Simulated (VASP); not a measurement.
# Be3H4Br2 (P-3m1) in VASP: further runs

Runs on Be3H4Br2. Level: PBE. Tasks: single point.

Everything below comes from runs of VASP 6.6.1. Logs are shortened: lines on timing, memory, paths and dates and some standing lists are left out, and cuts for length are marked.

### Step 1. The cell of the first run

Symmetry: P-3m1, No. 164, trigonal system. The conventional cell has a = 3.161 Å, b = 3.161 Å, c = 7.743 Å, α = 90.00°, β = 90.00°, γ = 120.00°. Be (site symmetry 3m) has 3 Br at 1.94 Å and 5 H at 1.94 Å within 2.6 Å. Be (site symmetry -3m) has 6 H at 1.94 Å and 2 Br at 1.94 Å within 2.6 Å. Within 2.6 Å of H (site symmetry 3m) lie 4 Be at 1.94 Å and 3 H at 2.24 Å and 3 Br at 2.24 Å. Within 2.6 Å of H (site symmetry 3m) lie 4 Be at 1.94 Å and 3 H at 2.24 Å and 3 Br at 2.24 Å. Br (site symmetry 3m) has 4 Be at 1.94 Å and 6 H at 2.24 Å within 2.6 Å.

### Step 2. Single point, PBE

File INCAR:

```
ALGO = Normal ; EDIFF = 1E-6
ENCUT = 600 ; GGA = PE
GGA_COMPAT = False ; ISIF = 2
ISMEAR = 0 ; LASPH = True
LCHARG = False ; LREAL = False
LWAVE = False ; NBANDS = 22
NELM = 120 ; PREC = Accurate
SIGMA = 0.1
```

File KPOINTS:

```
k-points
0
Gamma
  6 6 2
```

File POSCAR:

```
Be3H4Br2
1.0
    3.1610573400      0.0000000000      0.0000000000
   -1.5805286700      2.7375559600      0.0000000000
    0.0000000000      0.0000000000      7.7429775300
Be H Br
3 4 2
Direct
    0.6666666700      0.3333333300      0.8333333300
    0.0000000000      0.0000000000      0.5000000000
    0.3333333300      0.6666666700      0.1666666700
    0.3333333300      0.6666666700      0.4166666700
    0.6666666700      0.3333333300      0.0833333300
    0.6666666700      0.3333333300      0.5833333300
    0.3333333300      0.6666666700      0.9166666700
    0.0000000000      0.0000000000      0.7500000000
    0.0000000000      0.0000000000      0.2500000000
```

Potentials or basis: VASP PAW PBE potentials, release 64 (Be, H, Br).

Started as:

```bash
cat potpaw_PBE.64/Be/POTCAR potpaw_PBE.64/H/POTCAR potpaw_PBE.64/Br/POTCAR > POTCAR
mpirun -np 1 vasp_std > vasp.out
```

OUTCAR:

```text
EDIFF = 1E-6
   ENCUT = 600
   GGA = PE
   ISIF = 2
   ISMEAR = 0
   LASPH = True
   LREAL = False
   NELM = 120
   PREC = Accurate

 ion  position               nearest neighbor table
   1  0.667  0.333  0.833-   8 1.94   8 1.94   8 1.94
   2  0.000  0.000  0.500-   8 1.94   9 1.94
   3  0.333  0.667  0.167-   9 1.94   9 1.94   9 1.94
   4  0.333  0.667  0.417-
   5  0.667  0.333  0.083-
   6  0.667  0.333  0.583-
   7  0.333  0.667  0.917-
   8  0.000  0.000  0.750-   1 1.94   2 1.94   1 1.94   1 1.94
   9  0.000  0.000  0.250-   3 1.94   2 1.94   3 1.94   3 1.94

  LATTYP: Found a hexagonal cell.
 ALAT       =     3.1610573400
 C/A-ratio  =     2.4494897426

  Lattice vectors:

 A1 = (   3.1610573400,   0.0000000000,   0.0000000000)
 A2 = (  -1.5805286700,   2.7375559600,   0.0000000000)
 A3 = (   0.0000000000,   0.0000000000,   7.7429775300)

Analysis of symmetry for initial positions (statically):
=====================================================================
 Subroutine PRICEL returns:
 Original cell was already a primitive cell.

 Routine SETGRP: Setting up the symmetry group for a
 hexagonal supercell.

 Subroutine GETGRP returns: Found 12 space group operations
 (whereof 12 operations were pure point group operations)
 out of a pool of 24 trial point group operations.

The static configuration has the point symmetry D_3d.

Analysis of symmetry for dynamics (positions and initial velocities):
=====================================================================
 Subroutine PRICEL returns:
 Original cell was already a primitive cell.

 Routine SETGRP: Setting up the symmetry group for a
 hexagonal supercell.

 Subroutine GETGRP returns: Found 12 space group operations
 (whereof 12 operations were pure point group operations)
 out of a pool of 24 trial point group operations.

The dynamic configuration has the point symmetry D_3d.

 Subroutine INISYM returns: Found 12 space group operations
 (whereof 12 operations are pure point group operations),
 and found     1 'primitive' translations

[... 98 lines left out ...]
   LREAL  =      F    real-space projection
   EDIFFG = 0.1E-04   stopping-criterion for IOM
   NSW    =      0    number of steps for IOM
   IBRION =     -1    ionic relax: 0-MD 1-quasi-New 2-CG
   NFREE  =      0    steps in history (QN), initial steepest desc. (CG)
   ISIF   =      2    stress and relaxation
   ISYM   =      2    0-nonsym 1-usesym 2-fastsym
   POTIM  = 0.5000    time-step for ionic-motion
   TEBEG  =    0.0;   TEEND  =   0.0 temperature during run
   PSTRESS=    0.0 pullay stress
   NELECT =      24.0000    total number of electrons
   NUPDOWN=      -1.0000    fix difference up-down
   EMIN   =  10.00;   EMAX   =-10.00  energy-range for DOS
   EFERMI =   0.00;   METHOD = LEGACY
   ISMEAR =     0;   SIGMA  =   0.10  broadening in eV -4-tet -1-fermi 0-gaus
   EFERMI_NEDOS =   21; number of points for ismear=-14 and -15
   IALGO  =     38    algorithm
   IMIX   =      4    mixing-type and parameters
     AMIX     =   0.40;   BMIX     =  1.00
     AMIX_MAG =   1.60;   BMIX_MAG =  1.00
  volume/ion in A,a.u.               =       7.44        50.24
  Fermi-wavevector in a.u.,A,eV,Ry     =   1.162637  2.197065 18.391331  1.351725
  Thomas-Fermi vector in A             =   2.299196
   LORBIT       =      0    0 simple, 1 ext, 2 COOP (PROOUT), +10 PAW based schemes
   GGA     = PE    functional components
   LHFCALC =     F    Hartree Fock is set to
   AEXX    =    0.0000 exact exchange contribution
   IVDW    =     0    specifies the selected vdW correction
   LEPSILON=     F    determine dielectric tensor
   LRPA    =     F    only Hartree local field effects (RPA)
 non-spin polarized calculation
 Gauss-broadening in eV      SIGMA  =   0.10
  energy-cutoff  :      600.00
  volume of cell :       67.00
 maximum number of plane-waves:      2252
 NGX is ok and might be reduce to    28
   NGX = 13   NGY = 13   NGZ = 31

 number of electron      24.0000005 magnetization

 Free energy of the ion-electron system (eV)
  ---------------------------------------------------
  ext. energy  EPLUGINS =         0.00000000
  ---------------------------------------------------
  free energy    TOTEN  =       -16.95509156 eV

  energy without entropy =      -16.95082985  energy(sigma->0) =      -16.95296071

 E-fermi :   9.1431     XC(G=0): -10.9896

 val. band max:        8.8366714477   @ k =   0.1667   0.0000   0.5000
 cond. band min:       9.1662545986   @ k =   0.5000   0.0000   0.0000
 fundamental gap:      0.3295831509
 Fermi energy:         9.1431050385

 k-point     1 :       0.0000    0.0000    0.0000
  band No.  band energies     occupation
      1     -13.1337      2.00000
      2     -12.9373      2.00000
      3      -4.0162      2.00000
      4      -1.5778      2.00000
      5       1.5782      2.00000
      6       2.5905      2.00000
[... 339 lines left out ...]
     21      16.1246      0.00000
     22      16.6917      0.00000

------------------------ aborting loop because EDIFF is reached ----------------------------------------

  FORCE on cell =-STRESS in cart. coord.  units (eV):
  Direction    XX          YY          ZZ          XY          YZ          ZX
  --------------------------------------------------------------------------------------
  -------------------------------------------------------------------------------------
  Total       27.3330505     27.3330505     21.3956174      0.0000000      0.0000000      0.0000000
  in kB      653.5748131    653.5748135    511.6017560      0.0000000      0.0000000      0.0000000
  external PRESSURE =     606.2504609 kB  Pullay stress =       0.0000000 kB

 VOLUME and BASIS-vectors are now :
 -----------------------------------------------------------------------------
  energy-cutoff  :      600.00
  volume of cell :       67.00
      direct lattice vectors                 reciprocal lattice vectors
     3.161057340  0.000000000  0.000000000     0.316349845  0.182644668  0.000000000
    -1.580528670  2.737555960  0.000000000     0.000000000  0.365289336  0.000000000
     0.000000000  0.000000000  7.742977530     0.000000000  0.000000000  0.129149283

 POSITION                                       TOTAL-FORCE (eV/Angst)
 -----------------------------------------------------------------------------------
      1.58053      0.91252      6.45248         0.000000      0.000000      4.916648
      0.00000      0.00000      3.87149        -0.000000      0.000000     -0.000000
     -0.00000      1.82504      1.29050        -0.000000      0.000000     -4.916648
     -0.00000      1.82504      3.22624         0.000000      0.000000      2.053029
      1.58053      0.91252      0.64525        -0.000000      0.000000     -2.365805
      1.58053      0.91252      4.51674        -0.000000     -0.000000     -2.053029
     -0.00000      1.82504      7.09773         0.000000     -0.000000      2.365805
      0.00000      0.00000      5.80723        -0.000000      0.000000     -0.258565
      0.00000      0.00000      1.93574         0.000000     -0.000000      0.258565
 -----------------------------------------------------------------------------------
    total drift:                                0.000000     -0.000000      0.000000

  FREE ENERGIE OF THE ION-ELECTRON SYSTEM (eV)
  ---------------------------------------------------
  free  energy   TOTEN  =       -16.9550915576 eV

  energy  without entropy=      -16.9508298535  energy(sigma->0) =      -16.95296071
```

OSZICAR:

```text
N       E                     dE             d eps       ncg     rms          rms(c)
DAV:   1     0.110203182715E+03    0.11020E+03   -0.11774E+04   616   0.110E+03
DAV:   2    -0.999676708657E+01   -0.12020E+03   -0.11433E+03   788   0.206E+02
DAV:   3    -0.185575310221E+02   -0.85608E+01   -0.84727E+01   824   0.571E+01
DAV:   4    -0.186484504556E+02   -0.90919E-01   -0.90814E-01   752   0.623E+00
DAV:   5    -0.186492574805E+02   -0.80702E-03   -0.80683E-03   806   0.576E-01    0.199E+01
DAV:   6    -0.172918666895E+02    0.13574E+01   -0.98162E-01   740   0.582E+00    0.136E+01
DAV:   7    -0.170382456197E+02    0.25362E+00   -0.21403E+00   752   0.743E+00    0.369E+00
DAV:   8    -0.169920575088E+02    0.46188E-01   -0.95424E-01   686   0.475E+00    0.298E+00
DAV:   9    -0.169549135729E+02    0.37144E-01   -0.91728E-02   684   0.183E+00    0.313E-01
DAV:  10    -0.169556524248E+02   -0.73885E-03   -0.19763E-02   776   0.641E-01    0.675E-01
DAV:  11    -0.169552117118E+02    0.44071E-03   -0.12380E-03   722   0.210E-01    0.317E-01
DAV:  12    -0.169550887946E+02    0.12292E-03   -0.70845E-04   752   0.130E-01    0.303E-02
DAV:  13    -0.169550922327E+02   -0.34381E-05   -0.59701E-05   766   0.445E-02    0.307E-02
DAV:  14    -0.169550915576E+02    0.67511E-06   -0.46716E-06   748   0.111E-02
   1 F= -.16955092E+02 E0= -.16952961E+02  d E =-.426170E-02
```

stdout:

```text
POSCAR found type information on POSCAR BeH Br
 POSCAR found :  3 types and       9 ions
 scaLAPACK will be used
 LDA part: xc-table for (Slater+PW92), standard interpolation
 POSCAR, INCAR and KPOINTS ok, starting setup
 FFT: planning ... GRIDC
 FFT: planning ... GRID_SOFT
 FFT: planning ... GRID
 WAVECAR not read
 entering main loop
```

Run time: 14 s. Hardware: 1 thread of Intel Xeon 6975P-C (Granite Rapids), shared host; peak memory 0.22 GiB.

What came out:

```
Free energy            : -16.9551 eV
Pressure               : 60.6 GPa
Largest force          : 4.917 eV/Å
Band gap on the k mesh : zero (bands 12 and 13 overlap by 0.56 eV)
```

Forces on the atoms (eV/Å):
```
Be   0.000  0.000  4.917
Be   0.000  0.000  0.000
Be   0.000  0.000 -4.917
H    0.000  0.000  2.053
H    0.000  0.000 -2.366
H    0.000  0.000 -2.053
H    0.000  0.000  2.366
Br   0.000  0.000 -0.259
Br   0.000  0.000  0.259
```

Levels at points of the mesh, in eV from the Fermi level:
```tsv
k point	band 9	band 10	band 11	band 12	band 13	band 14	band 15	band 16
(0.00, 0.00, 0.00)	-6.36	-1.93	-1.29	0.33	0.68	1.44	1.44	1.85
(0.50, 0.00, 0.00)	-7.85	-5.05	-3.59	-1.26	0.02	0.04	1.37	1.51
(0.00, 0.00, 0.50)	-5.30	-4.64	-0.80	0.58	0.85	1.38	1.38	1.93
(0.50, 0.00, 0.50)	-6.68	-6.65	-2.78	-2.20	0.36	1.30	1.76	2.64
```

Caveat: the k points lie up to 0.41 Å⁻¹ apart, too coarse for converged energies and pressures of a metal; forces of over 1 eV/Å act on the atoms, so gaps and moduli don't describe the material at rest.

### Step 3. Single point, PBE

This run uses another cell than the first one, of 10.47 Å³/atom.

File INCAR:

```
ALGO = Normal
EDIFF = 1E-6
ENCUT = 600
GGA = PE
GGA_COMPAT = False
ISIF = 2
ISMEAR = 0
LASPH = True
LCHARG = False
LREAL = False
LWAVE = False
NBANDS = 22
NELM = 120
PREC = Accurate
SIGMA = 0.1
```

KPOINTS is that of step 2.

File POSCAR:

```
Be3H4Br2
1.0
    3.3494544411      0.0000000000      0.0000000000
   -1.6747272206      2.9007126348      0.0000000000
    0.0000000000      0.0000000000      9.7007026515
Be H Br
3 4 2
Direct
    0.6666666667      0.3333333333      0.9084667118
    0.0000000000      0.0000000000      0.5000000000
    0.3333333333      0.6666666667      0.0915332882
    0.3333333333      0.6666666667      0.5027681762
    0.6666666667      0.3333333333      0.0531542202
    0.6666666667      0.3333333333      0.4972318238
    0.3333333333      0.6666666667      0.9468457798
    0.0000000000      0.0000000000      0.7572104951
    0.0000000000      0.0000000000      0.2427895049
```

Potentials or basis: VASP PAW PBE potentials, release 64 (Be, H, Br).

Started as:

```bash
cat potpaw_PBE.64/Be/POTCAR potpaw_PBE.64/H/POTCAR potpaw_PBE.64/Br/POTCAR > POTCAR
mpirun -np 1 vasp_std > vasp.out
```

It took 19 s on 1 thread of Intel Xeon 6975P-C (Granite Rapids), shared host; peak memory 0.24 GiB.

The run converged. Its results:

```yaml
Free_energy: -25.8930 eV
Pressure: 0.0 GPa
Largest_force: 0.021 eV/Å
Band_gap_on_the_k_mesh: zero (bands 12 and 13 overlap by 3.37 eV)
```

Forces in eV/Å, atoms in the order of the input:
```
Be   0.000  0.000 -0.021
Be   0.000  0.000  0.000
Be   0.000  0.000  0.021
H    0.000  0.000  0.001
H    0.000  0.000  0.011
H    0.000  0.000 -0.001
H    0.000  0.000 -0.011
Br   0.000  0.000  0.004
Br   0.000  0.000 -0.004
```

Levels at points of the mesh, in eV from the Fermi level:
```csv
k point,band 8,band 9,band 10,band 11,band 12,band 13,band 14,band 15,band 16,band 17
"(0.00, 0.00, 0.00)",-3.64,-3.58,-3.58,-2.18,2.14,2.57,2.60,2.60,2.70,3.53
"(0.50, 0.00, 0.00)",-5.73,-5.17,-5.01,-4.82,-2.80,0.73,1.32,1.36,1.91,3.15
"(0.00, 0.00, 0.50)",-3.62,-3.60,-3.60,-1.51,1.84,2.58,2.58,2.67,3.20,3.34
"(0.50, 0.00, 0.50)",-6.23,-4.99,-4.85,-4.58,-3.07,1.06,1.40,1.54,2.21,2.62
```

Caveat: the k points lie up to 0.36 Å⁻¹ apart, too coarse for converged energies and pressures of a metal.

### Step 4. Single point, PBE

This run uses another cell than the first one, of 10.52 Å³/atom.

File INCAR:

```
SYSTEM = Be3H4Br2
  ALGO = Normal
  EDIFF = 1E-6
  ENCUT = 600
  GGA = PE
  GGA_COMPAT = .False.
  ISIF = 2
  ISMEAR = 0
  LASPH = .True.
  LCHARG = .False.
  LREAL = .False.
  LWAVE = .False.
  NBANDS = 22
  NELM = 120
  PREC = Accurate
  SIGMA = 0.2
```

File KPOINTS:

```
k-points
0
Gamma
  6 6 2
  0 0 0
```

File POSCAR:

```
Be3H4Br2
1.0
    3.3539474332      0.0000000000      0.0000000000
   -1.6769737166      2.9046036801      0.0000000000
    0.0000000000      0.0000000000      9.7167597545
Be H Br
3 4 2
Direct
    0.6666666667      0.3333333333      0.9078663002
    0.0000000000      1.0000000000      0.5000000000
    0.3333333333      0.6666666667      0.0921336998
    0.3333333333      0.6666666667      0.5036581961
    0.6666666667      0.3333333333      0.0521706727
    0.6666666667      0.3333333333      0.4963418039
    0.3333333333      0.6666666667      0.9478293273
    0.0000000000      0.0000000000      0.7583103297
    0.0000000000      1.0000000000      0.2416896703
```

Started as:

```bash
cat potpaw_PBE.64/Be/POTCAR potpaw_PBE.64/H/POTCAR potpaw_PBE.64/Br/POTCAR > POTCAR
mpirun -np 1 vasp_std > vasp.out
```

Run time: 18 s. Hardware: 1 thread of Intel Xeon 6975P-C (Granite Rapids), shared host; peak memory 0.23 GiB.

Results (log left out):

```yaml
Free_energy: -25.9113 eV
Pressure: 0.0 GPa
Largest_force: 0.028 eV/Å
Band_gap_on_the_k_mesh: zero (bands 12 and 13 overlap by 3.25 eV)
```

Forces in eV/Å, atoms in the order of the input:
```
Be   0.000  0.000  0.003
Be   0.000  0.000  0.000
Be   0.000  0.000 -0.003
H    0.000  0.000 -0.014
H    0.000  0.000  0.028
H    0.000  0.000  0.014
H    0.000  0.000 -0.028
Br   0.000  0.000 -0.002
Br   0.000  0.000  0.002
```

Levels at points of the mesh, in eV from the Fermi level:
```
           k point  band 10  band 11  band 12  band 13  band 14  band 15
(0.00, 0.00, 0.00)    -3.66    -2.15     2.03     2.49     2.57     2.57
(0.50, 0.00, 0.00)    -5.08    -4.89    -2.84     0.75     1.33     1.33
(0.00, 0.00, 0.50)    -3.68    -1.51     1.76     2.55     2.55     2.63
(0.50, 0.00, 0.50)    -4.92    -4.58    -3.11     1.08     1.38     1.55
```

Caveat: the k points lie up to 0.36 Å⁻¹ apart, too coarse for converged energies and pressures of a metal.

### Step 5. The runs side by side

| cell | smearing | gap on the mesh (eV) | pressure (GPa) | largest force (eV/Å) |
| --- | --- | --- | --- | --- |
| a = 3.161, b = 3.161, c = 7.743 Å, angles 90.0, 90.0, 120.0°, 9 atoms, atomic positions A | gaussian 0.1 eV | none | 60.6 | 4.92 |
| a = 3.349, b = 3.349, c = 9.701 Å, angles 90.0, 90.0, 120.0°, 9 atoms, atomic positions B | gaussian 0.1 eV | none | 0.0 | 0.02 |
| a = 3.354, b = 3.354, c = 9.717 Å, angles 90.0, 90.0, 120.0°, 9 atoms, atomic positions C | gaussian 0.2 eV | none | 0.0 | 0.03 |

Alike in all rows: task single point; level PBE; potentials or basis VASP PAW PBE potentials, release 64 (Be, H, Br); no spin polarisation; k mesh 6 × 6 × 2; cutoff (eV) 600.

Caveats: all runs use coarse meshes; forces of over 1 eV/Å act on the atoms, so gaps and moduli don't describe the material at rest (at least some runs).

Absolute energies hang on the potentials; compare differences alone.
